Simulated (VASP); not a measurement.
Here is a VASP 6.6.1 calculation.

The input INCAR:

```
  PREC = Accurate
  ENCUT = 600
  EDIFF = 1E-6
  ISMEAR = 0
  SIGMA = 0.1
  LREAL = F
  LASPH = T
  NELM = 80
  ALGO = Normal
  ISIF = 3
  LWAVE = F
  LCHARG = F
  GGA = PE
  IBRION = 2
  NSW = 100
  EDIFFG = -0.01
```

Contents of KPOINTS:

```
regular mesh
0
Gamma
  12 12 4
```

POSCAR

```
ZrAl2N3
1.0
    2.9770011226      0.0000000000      0.0000000000
   -1.4885005613      2.5781585993      0.0000000000
    0.0000000000      0.0000000000     15.8110995770
Zr Al N
2 4 6
Direct
    0.3333333333      0.6666666667      0.7500000000
    0.6666666667      0.3333333333      0.2500000000
    0.3333333333      0.6666666667      0.0803311328
    0.3333333333      0.6666666667      0.4196688672
    0.6666666667      0.3333333333      0.9196688672
    0.6666666667      0.3333333333      0.5803311328
    0.0000000000      0.0000000000      0.6575884845
    0.0000000000      0.0000000000      0.0000000000
    0.0000000000      0.0000000000      0.3424115155
    0.0000000000      0.0000000000      0.8424115155
    0.0000000000      0.0000000000      0.1575884845
    0.0000000000      0.0000000000      0.5000000000
```

Potentials or basis: VASP PAW PBE potentials, release 64 (Zr_sv, Al, N).

The run is started by

```bash
$ cat potpaw_PBE.64/Zr_sv/POTCAR potpaw_PBE.64/Al/POTCAR potpaw_PBE.64/N/POTCAR > POTCAR
$ mpirun -np 1 vasp_std > vasp.out
```

(1) Predict the relaxed cell.

(2) Predict the relaxed volume.

## Answers

(1) a = 2.974 Å, b = 2.974 Å, c = 15.819 Å, α = 90.00°, β = 90.00°, γ = 120.00°.

(2) 10.10 Å³/atom.
